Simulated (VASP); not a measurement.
Write the native input for VASP 6.6.1 that does the following.

| Property | Result |
| --- | --- |
| Task | single point |
| Functional | PBEsol |
| Potentials or basis | VASP PAW PBE potentials, release 64 (Al, N) |
| Cutoff | 520 eV |
| k mesh | 9 × 9 × 6 |
| Occupations | gaussian, width 0.05 eV |
| Spin | no spin polarisation |
| Dipole correction | no |
| Further INCAR settings | ALGO = Normal; EDIFF = 1e-06; NBANDS = 16 |

The structure of AlN lies in POSCAR:

```
AlN
1.0
    3.2493583003      0.0000000000      0.0000000000
   -1.6246791502      2.8140268341      0.0000000000
    0.0000000000      0.0000000000      3.7608072968
Al N
2 2
Direct
    0.3333333333      0.6666666667      0.7500000000
    0.6666666667      0.3333333333      0.2500000000
    0.3333333333      0.6666666667      0.2500000000
    0.6666666667      0.3333333333      0.7500000000
```

This cell differs from its parent crystal: volume 8.597 Å^3 an atom, c/a of the conventional cell 1.1574.

One way to write it, as run:

INCAR

```
ALGO     = Normal         # electronic algorithm
EDIFF    = 1E-6           # SCF threshold, eV
ENCUT    = 520            # plane-wave cutoff, eV
GGA      = PS             # functional
ISIF     = 2              # what is computed and relaxed
ISMEAR   = 0              # smearing method
LASPH    = True           # aspherical terms in the spheres
LCHARG   = True           # write CHGCAR
LELF     = True           # ELF
LREAL    = False          # projectors in reciprocal space
LVHAR    = True         
LWAVE    = False          # write WAVECAR
NBANDS   = 16             # bands
NELM     = 100            # most SCF steps
PREC     = Accurate       # precision mode
SIGMA    = 0.05           # smearing width, eV
```

KPOINTS

```
k-points
0
Gamma
  9 9 6
```

Potentials or basis: VASP PAW PBE potentials, release 64 (Al, N).

Launch:

```console
$ cat potpaw_PBE.64/Al/POTCAR potpaw_PBE.64/N/POTCAR > POTCAR
$ mpirun -np 1 vasp_std > vasp.out
```

Results of the run:

| Quantity | Value |
| --- | --- |
| Pressure | 36.6 GPa |
| Band gap on the k mesh | 4.32 eV, direct |

Caveat: the PAW data sets were made with another functional, which shifts forces and pressure a little.

Run time: 12 s on 1 thread of Intel Xeon 6975P-C (shared host), peak memory 0.15 GiB.
